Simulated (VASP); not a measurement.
# Cr (Im-3m) in VASP: notebook, part 2 of 2

VASP 6.6.1. Earlier steps stand in the parts before.

## (3) Single point, PBE, collinear spin, ferromagnetic start

Contents of INCAR:

```
PREC = Accurate ; ENCUT = 520
EDIFF = 1E-6 ; ISMEAR = -5
SIGMA = 0.1 ; LREAL = F
LASPH = T ; NELM = 150
ALGO = Normal ; ISIF = 2
LWAVE = F ; LCHARG = F
ISPIN = 2 ; MAGMOM = 3
LORBIT = 11 ; LMAXMIX = 4
GGA = PE ; NBANDS = 16
```

Contents of KPOINTS:

```
Automatic mesh
0
Gamma
  13 13 13
```

Contents of POSCAR:

```
Cr
1.0
   -1.4419500000      1.4419500000      1.4419500000
    1.4419500000     -1.4419500000      1.4419500000
    1.4419500000      1.4419500000     -1.4419500000
Cr
1
Direct
    0.0000000000      0.0000000000      0.0000000000
```

Potentials or basis: VASP PAW PBE potentials, release 64 (Cr_pv).

Run with:

```sh
$ cat potpaw_PBE.64/Cr_pv/POTCAR > POTCAR
$ mpirun -np 1 vasp_std > vasp.out
```

OUTCAR:

```text
PREC = Accurate
   ENCUT = 520
   EDIFF = 1E-6
   ISMEAR = -5
   LREAL = F
   LASPH = T
   NELM = 150
   ISIF = 2
   ISPIN = 2
   LORBIT = 11
   GGA = PE

 ion  position               nearest neighbor table
   1  0.000  0.000  0.000-

  LATTYP: Found a body centered cubic cell.
 ALAT       =     2.8839000000

  Lattice vectors:

 A1 = (  -1.4419500000,   1.4419500000,   1.4419500000)
 A2 = (   1.4419500000,  -1.4419500000,   1.4419500000)
 A3 = (   1.4419500000,   1.4419500000,  -1.4419500000)

Analysis of symmetry for initial positions (statically):
=====================================================================
 Subroutine PRICEL returns:
 Original cell was already a primitive cell.

 Routine SETGRP: Setting up the symmetry group for a
 body centered cubic supercell.

 Subroutine GETGRP returns: Found 48 space group operations
 (whereof 48 operations were pure point group operations)
 out of a pool of 48 trial point group operations.

The static configuration has the point symmetry O_h .

Analysis of symmetry for dynamics (positions and initial velocities):
=====================================================================
 Subroutine PRICEL returns:
 Original cell was already a primitive cell.

 Routine SETGRP: Setting up the symmetry group for a
 body centered cubic supercell.

 Subroutine GETGRP returns: Found 48 space group operations
 (whereof 48 operations were pure point group operations)
 out of a pool of 48 trial point group operations.

The dynamic configuration has the point symmetry O_h .

Analysis of structural, dynamic, and magnetic symmetry:
=====================================================================
 Subroutine PRICEL returns:
 Original cell was already a primitive cell.

 Routine SETGRP: Setting up the symmetry group for a
 body centered cubic supercell.

 Subroutine GETGRP returns: Found 48 space group operations
 (whereof 48 operations were pure point group operations)
 out of a pool of 48 trial point group operations.

The overall configuration has the point symmetry O_h .

 Subroutine INISYM returns: Found 48 space group operations
 (whereof 48 operations are pure point group operations),
 and found     1 'primitive' translations

----------------------------------------------------------------------------------------

                                     Primitive cell

  volume of cell :      11.9925

  direct lattice vectors                    reciprocal lattice vectors
    -1.441950000  1.441950000  1.441950000     0.000000000  0.346752661  0.346752661
     1.441950000 -1.441950000  1.441950000     0.346752661  0.000000000  0.346752661
     1.441950000  1.441950000 -1.441950000     0.346752661  0.346752661  0.000000000

  length of vectors
     2.497530662  2.497530662  2.497530662     0.490382316  0.490382316  0.490382316

  position of ions in fractional coordinates (direct lattice)
     0.000000000  0.000000000  0.000000000

  ion indices of the primitive-cell ions
   primitive index   ion index
                 1           1

----------------------------------------------------------------------------------------

 KPOINTS: Automatic mesh

Automatic generation of k-mesh.
 Grid dimensions read from file:
 generate k-points for:   13   13   13

 Generating k-lattice:

[... 53 lines left out ...]
 SYSTEM =  unknown system
   PREC   = accura    normal or accurate (medium, high low for compatibility)
   ISTART =      0    job   : 0-new  1-cont  2-samecut
   ICHARG =      2    charge: 1-file 2-atom 10-const
   ISPIN  =      2    spin polarized calculation?
   LNONCOLLINEAR =      F non collinear calculations
   LSORBIT =      F    spin-orbit coupling
   LASPH  =      T    aspherical Exc in radial PAW
   ENCUT  =  520.0 eV  38.22 Ry    6.18 a.u.   4.64  4.64  4.64*2*pi/ulx,y,z
   NELM   =    150;   NELMIN=  2; NELMDL= -5     # of ELM steps
   EDIFF  = 0.1E-05   stopping-criterion for ELM
   LREAL  =      F    real-space projection
   EDIFFG = 0.1E-04   stopping-criterion for IOM
   NSW    =      0    number of steps for IOM
   IBRION =     -1    ionic relax: 0-MD 1-quasi-New 2-CG
   NFREE  =      0    steps in history (QN), initial steepest desc. (CG)
   ISIF   =      2    stress and relaxation
   ISYM   =      2    0-nonsym 1-usesym 2-fastsym
   POTIM  = 0.5000    time-step for ionic-motion
   TEBEG  =    0.0;   TEEND  =   0.0 temperature during run
   PSTRESS=    0.0 pullay stress
   NELECT =      12.0000    total number of electrons
   NUPDOWN=      -1.0000    fix difference up-down
   EMIN   =  10.00;   EMAX   =-10.00  energy-range for DOS
   EFERMI =   0.00;   METHOD = LEGACY
   ISMEAR =    -5;   SIGMA  =   0.10  broadening in eV -4-tet -1-fermi 0-gaus
   EFERMI_NEDOS =   21; number of points for ismear=-14 and -15
   IALGO  =     38    algorithm
   IMIX   =      4    mixing-type and parameters
     AMIX     =   0.40;   BMIX     =  1.00
     AMIX_MAG =   1.60;   BMIX_MAG =  1.00
  volume/ion in A,a.u.               =      11.99        80.93
  Fermi-wavevector in a.u.,A,eV,Ry     =   1.637439  3.094310 36.480015  2.681205
  Thomas-Fermi vector in A             =   2.728578
   LORBIT       =     11    0 simple, 1 ext, 2 COOP (PROOUT), +10 PAW based schemes
   GGA     = PE    functional components
   LHFCALC =     F    Hartree Fock is set to
   AEXX    =    0.0000 exact exchange contribution
   IVDW    =     0    specifies the selected vdW correction
   LEPSILON=     F    determine dielectric tensor
   LRPA    =     F    only Hartree local field effects (RPA)
 spin polarized calculation
 Fermi weights with tetrahedron method with Bloechl corrections
  energy-cutoff  :      520.00
  volume of cell :       11.99
 maximum number of plane-waves:       336
   NGX =  9   NGY =  9   NGZ =  9

 number of electron      11.9999992 magnetization      -0.0062087

 number of electron      11.9999992 magnetization       0.0000241

 Free energy of the ion-electron system (eV)
  ---------------------------------------------------
  ext. energy  EPLUGINS =         0.00000000
  ---------------------------------------------------
  free energy    TOTEN  =        -9.50112526 eV

  energy without entropy =       -9.50112526  energy(sigma->0) =       -9.50112526

 E-fermi :  10.4432     XC(G=0): -13.4604

 val. band max:       10.6014834159   @ k =  -0.3077   0.3077   0.3077
 cond. band min:      10.2704943899   @ k =  -0.1538   0.1538   0.1538
 fundamental gap:     -0.3309890261
 Fermi energy:        10.4431564692

 spin component 1

 k-point     1 :       0.0000    0.0000    0.0000
  band No.  band energies     occupation
      1     -32.3559      1.00000
      2     -32.3559      1.00000
      3     -32.3559      1.00000
      4       2.7258      1.00000
      5       9.5617      1.00000
      6       9.5617      1.00000
[... 435 lines left out ...]
      5       8.4199      1.00000
      6       8.8363      1.00000
[... 8 lines left out ...]
     15      41.2297      0.00000
     16      42.0325      0.00000

 [... further k-points ...]

 spin component 2

 k-point     1 :       0.0000    0.0000    0.0000
  band No.  band energies     occupation
      1     -32.3559      1.00000
      2     -32.3559      1.00000
      3     -32.3559      1.00000
      4       2.7258      1.00000
      5       9.5617      1.00000
      6       9.5617      1.00000
[... 435 lines left out ...]
      5       8.4199      1.00000
      6       8.8364      1.00000
[... 8 lines left out ...]
     15      41.2297      0.00000
     16      42.0325      0.00000

 [... further k-points ...]

------------------------ aborting loop because EDIFF is reached ----------------------------------------

  FORCE on cell =-STRESS in cart. coord.  units (eV):
  Direction    XX          YY          ZZ          XY          YZ          ZX
  --------------------------------------------------------------------------------------
  -------------------------------------------------------------------------------------
  Total       -0.6864921     -0.6864921     -0.6864921      0.0000000     -0.0000000      0.0000000
  in kB      -91.7139754    -91.7139754    -91.7139754      0.0000000     -0.0000000      0.0000000
  external PRESSURE =     -91.7139754 kB  Pullay stress =       0.0000000 kB

 VOLUME and BASIS-vectors are now :
 -----------------------------------------------------------------------------
  energy-cutoff  :      520.00
  volume of cell :       11.99
      direct lattice vectors                 reciprocal lattice vectors
    -1.441950000  1.441950000  1.441950000     0.000000000  0.346752661  0.346752661
     1.441950000 -1.441950000  1.441950000     0.346752661  0.000000000  0.346752661
     1.441950000  1.441950000 -1.441950000     0.346752661  0.346752661  0.000000000

 POSITION                                       TOTAL-FORCE (eV/Angst)
 -----------------------------------------------------------------------------------
      0.00000      0.00000      0.00000        -0.000000      0.000000      0.000000
 -----------------------------------------------------------------------------------
    total drift:                                0.000000     -0.000000      0.000000

  FREE ENERGIE OF THE ION-ELECTRON SYSTEM (eV)
  ---------------------------------------------------
  free  energy   TOTEN  =        -9.5011252620 eV

  energy  without entropy=       -9.5011252620  energy(sigma->0) =       -9.50112526

 total charge

# of ion       s       p       d       tot
------------------------------------------
    1        0.427   6.387   4.161  10.976

 magnetization (x)

# of ion       s       p       d       tot
------------------------------------------
    1       -0.000   0.000   0.000   0.000
```

It took 22 s on 1 thread of Intel Xeon Platinum 8488C (Sapphire Rapids), shared host; peak memory 0.16 GiB.

Results:

```yaml
Free_energy: -9.5011 eV
Pressure: -9.2 GPa
Band_gap_on_the_k_mesh: zero (filled and empty bands overlap)
Net_moment: 0.00 μB per cell
Valence_electrons_inside_the_program's_atomic_spheres: Cr 10.98
```

Levels at points of the mesh, in eV from the Fermi level:
Spin up:
```csv
k point,band 4,band 5,band 6,band 7,band 8,band 9
"(0.00, 0.00, 0.00)",-7.72,-0.88,-0.88,-0.88,1.07,1.07
```
Spin down:
```csv
k point,band 3,band 4,band 5,band 6,band 7,band 8,band 9,band 10
"(0.00, 0.00, 0.00)",-42.80,-7.72,-0.88,-0.88,-0.88,1.07,1.07,7.05
```

Caveat: the starting moments collapsed, and a magnetic state may lie lower; tetrahedron occupations give inexact forces and stress in metals.

## (4) Single point, PBE, collinear spin, ferromagnetic start

Contents of INCAR:

```
  PREC = Accurate
  ENCUT = 520
  EDIFF = 1E-6
  ISMEAR = -1
  SIGMA = 0.1
  LREAL = F
  LASPH = T
  NELM = 150
  ALGO = Normal
  ISIF = 2
  LWAVE = F
  LCHARG = T
  ISPIN = 2
  MAGMOM = 3
  LORBIT = 11
  LMAXMIX = 4
  GGA = PE
  LELF = T
  LVHAR = T
  NBANDS = 16
```

Contents of KPOINTS:

```
regular mesh
0
Gamma
  13 13 13
```

POSCAR is that of step 3.

Run with:

```sh
$ cat potpaw_PBE.64/Cr_pv/POTCAR > POTCAR
$ mpirun -np 1 vasp_std > vasp.out
```

It took 19 s on 1 thread of Intel Xeon Platinum 8488C (Sapphire Rapids), shared host; peak memory 0.14 GiB.

The run converged. Its results:

- Free energy: -9.5170 eV
- Pressure: -9.3 GPa
- Band gap on the k mesh: zero (filled and empty bands overlap)
- Net moment: 0.00 μB per cell
- Valence electrons inside the program's atomic spheres: Cr 10.98

Levels at points of the mesh, in eV from the Fermi level:
Spin up:
| k point | band 4 | band 5 | band 6 | band 7 | band 8 | band 9 |
| --- | --- | --- | --- | --- | --- | --- |
| (0.00, 0.00, 0.00) | -7.71 | -0.86 | -0.86 | -0.86 | 1.09 | 1.09 |
Spin down:
| k point | band 3 | band 4 | band 5 | band 6 | band 7 | band 8 | band 9 | band 10 |
| --- | --- | --- | --- | --- | --- | --- | --- | --- |
| (0.00, 0.00, 0.00) | -42.78 | -7.71 | -0.86 | -0.86 | -0.86 | 1.09 | 1.09 | 7.08 |

Caveat: the starting moments collapsed, and a magnetic state may lie lower.

## (5) Single point, PBE, collinear spin, ferromagnetic start

Contents of INCAR:

```
PREC = Accurate ; ENCUT = 520
EDIFF = 1E-6 ; ISMEAR = -1
SIGMA = 0.3 ; LREAL = F
LASPH = T ; NELM = 150
ALGO = Normal ; ISIF = 2
LWAVE = F ; LCHARG = T
ISPIN = 2 ; MAGMOM = 3
LORBIT = 11 ; LMAXMIX = 4
GGA = PE ; LELF = T
LVHAR = T ; NBANDS = 16
```

Contents of KPOINTS:

```
Automatic mesh
0
Gamma
  13 13 13
```

POSCAR is that of step 4.

Potentials or basis: VASP PAW PBE potentials, release 64 (Cr_pv).

Run with:

```sh
$ cat potpaw_PBE.64/Cr_pv/POTCAR > POTCAR
$ mpirun -np 1 vasp_std > vasp.out
```

OUTCAR:

```text
PREC = Accurate
   ENCUT = 520
   EDIFF = 1E-6
   ISMEAR = -1
   LREAL = F
   LASPH = T
   NELM = 150
   ISIF = 2
   ISPIN = 2
   LORBIT = 11
   GGA = PE

 ion  position               nearest neighbor table
   1  0.000  0.000  0.000-

  LATTYP: Found a body centered cubic cell.
 ALAT       =     2.8839000000

  Lattice vectors:

 A1 = (  -1.4419500000,   1.4419500000,   1.4419500000)
 A2 = (   1.4419500000,  -1.4419500000,   1.4419500000)
 A3 = (   1.4419500000,   1.4419500000,  -1.4419500000)

Analysis of symmetry for initial positions (statically):
=====================================================================
 Subroutine PRICEL returns:
 Original cell was already a primitive cell.

 Routine SETGRP: Setting up the symmetry group for a
 body centered cubic supercell.

 Subroutine GETGRP returns: Found 48 space group operations
 (whereof 48 operations were pure point group operations)
 out of a pool of 48 trial point group operations.

The static configuration has the point symmetry O_h .

Analysis of symmetry for dynamics (positions and initial velocities):
[... 639 lines left out ...]
 spin component 2

 k-point     1 :       0.0000    0.0000    0.0000
  band No.  band energies     occupation
      1     -32.2583      1.00000
      2     -32.2583      1.00000
      3     -32.2583      1.00000
      4       2.7292      1.00000
      5       9.6323      0.92388
      6       9.6323      0.92388
[... 435 lines left out ...]
      5       8.4807      0.99823
      6       8.8867      0.99318
[... 8 lines left out ...]
     15      41.2479      0.00000
     16      42.0380      0.00000

 [... further k-points ...]

------------------------ aborting loop because EDIFF is reached ----------------------------------------

  FORCE on cell =-STRESS in cart. coord.  units (eV):
  Direction    XX          YY          ZZ          XY          YZ          ZX
  --------------------------------------------------------------------------------------
  -------------------------------------------------------------------------------------
  Total       -0.4971558     -0.4971558     -0.4971558      0.0000000     -0.0000000      0.0000000
  in kB      -66.4190256    -66.4190256    -66.4190256      0.0000000     -0.0000000      0.0000000
  external PRESSURE =     -66.4190256 kB  Pullay stress =       0.0000000 kB

 VOLUME and BASIS-vectors are now :
 -----------------------------------------------------------------------------
  energy-cutoff  :      520.00
  volume of cell :       11.99
      direct lattice vectors                 reciprocal lattice vectors
    -1.441950000  1.441950000  1.441950000     0.000000000  0.346752661  0.346752661
     1.441950000 -1.441950000  1.441950000     0.346752661  0.000000000  0.346752661
     1.441950000  1.441950000 -1.441950000     0.346752661  0.346752661  0.000000000

 POSITION                                       TOTAL-FORCE (eV/Angst)
 -----------------------------------------------------------------------------------
      0.00000      0.00000      0.00000        -0.000000      0.000000      0.000000
 -----------------------------------------------------------------------------------
    total drift:                                0.000000     -0.000000      0.000000

  FREE ENERGIE OF THE ION-ELECTRON SYSTEM (eV)
  ---------------------------------------------------
  free  energy   TOTEN  =        -9.6387378247 eV

  energy  without entropy=       -9.3164268922  energy(sigma->0) =       -9.47758236

 total charge

# of ion       s       p       d       tot
------------------------------------------
    1        0.426   6.375   4.181  10.983

 magnetization (x)

# of ion       s       p       d       tot
------------------------------------------
    1       -0.000   0.000  -0.000  -0.000
```

It took 21 s on 1 thread of Intel Xeon Platinum 8488C (Sapphire Rapids), shared host; peak memory 0.14 GiB.

What came out:

```yaml
Free_energy: -9.6387 eV
Pressure: -6.6 GPa
Band_gap_on_the_k_mesh: zero (filled and empty bands overlap)
Net_moment: 0.00 μB per cell
Valence_electrons_inside_the_program's_atomic_spheres: Cr 10.98
```

Caveat: the starting moments collapsed, and a magnetic state may lie lower.
